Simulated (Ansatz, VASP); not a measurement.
# Mg2FeH6: VASP beside Ansatz

```xyz
9
Lattice="0.0000 3.0754 3.0754 3.0754 0.0000 3.0754 3.0754 3.0754 0.0000" Properties=species:S:1:pos:R:3 pbc="T T T"
Mg    1.5377    1.5377    1.5377
Mg    4.6130    4.6130    4.6130
Fe    0.0000    0.0000    0.0000
H     1.5307    3.0754    3.0754
H     3.0754    1.5307    3.0754
H     4.6200    3.0754    3.0754
H     3.0754    4.6200    3.0754
H     3.0754    3.0754    1.5307
H     3.0754    3.0754    4.6200
```

Alike in both runs: functional LDA; k mesh 8 × 8 × 8; occupations gaussian, width 0.02 eV; no spin polarisation.

Ansatz relaxed the structure, and its values are those at the end. VASP's run is a single point on that final structure, the one shown.

|  | VASP | Ansatz |
| --- | --- | --- |
| version | VASP 6.6.1 | Ansatz 0.2.0 |
| potentials or method | VASP PAW LDA potentials, release 64 (Mg, Fe, H), cutoff 520 eV | scalar-relativistic, plane waves, PAW |
| valence electrons in the cell | 18 | 42 |

Ansatz gave:

```
gap on the k mesh at the Fermi level (eV) : 1.83
least direct gap on the mesh (eV)         : 1.83
pressure (GPa)                            : 6.2
rms of the force components (eV/Å)        : 0.000
```

**Question.** Estimate VASP's values.

**Answer.** gap on the k mesh at the Fermi level (eV): 1.81; least direct gap on the mesh (eV): 1.81; pressure (GPa): 5.7; rms of the force components (eV/Å): 0.020.

LDA's correlation is that of Perdew and Zunger in VASP and of Perdew and Wang (1992) in Ansatz. VASP's potentials hold 18 valence electrons a cell and Ansatz's 42, so a difference there can come from the potentials and not from the codes. Ansatz's warnings: stress scf threshold loose.
